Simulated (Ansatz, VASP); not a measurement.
**Ni: VASP beside Ansatz**

```
Ni
1.0
    -1.38141    1.38141    1.38141
     1.38141   -1.38141    1.38141
     1.38141    1.38141   -1.38141
Ni
1
Cartesian
  0.0000 0.0000 0.0000
```

Alike in both runs: task single point; functional PBEsol; k mesh 10 × 10 × 10; collinear spin.

|  | VASP | Ansatz |
| --- | --- | --- |
| version | VASP 6.6.1 | Ansatz 0.2.0 |
| potentials or method | VASP PAW PBE potentials, release 64 (Ni), cutoff 520 eV | plane waves, PAW |
| occupations | fermi-dirac, width 0.1 eV | fermi-dirac |
| valence electrons in the cell | 10 | 18 |

Ansatz gave:

| Property | Result |
| --- | --- |
| pressure (GPa) | -1.6 |
| net moment per atom (μB) | 0.46 |
| size of the moment on the site where the two differ most (μB) | 0.48 |

Problem. Estimate VASP's values.

Solution. Pressure (GPa): -1.6; net moment per atom (μB): 0.43; size of the moment on the site where the two differ most (μB): 0.43.

VASP's potentials were made for PBE, not for PBEsol. Site moments also hang on the region over which each program counts them. VASP's potentials hold 10 valence electrons a cell and Ansatz's 18, so a difference there can come from the potentials and not from the codes. Ansatz's warnings: stress scf threshold loose.
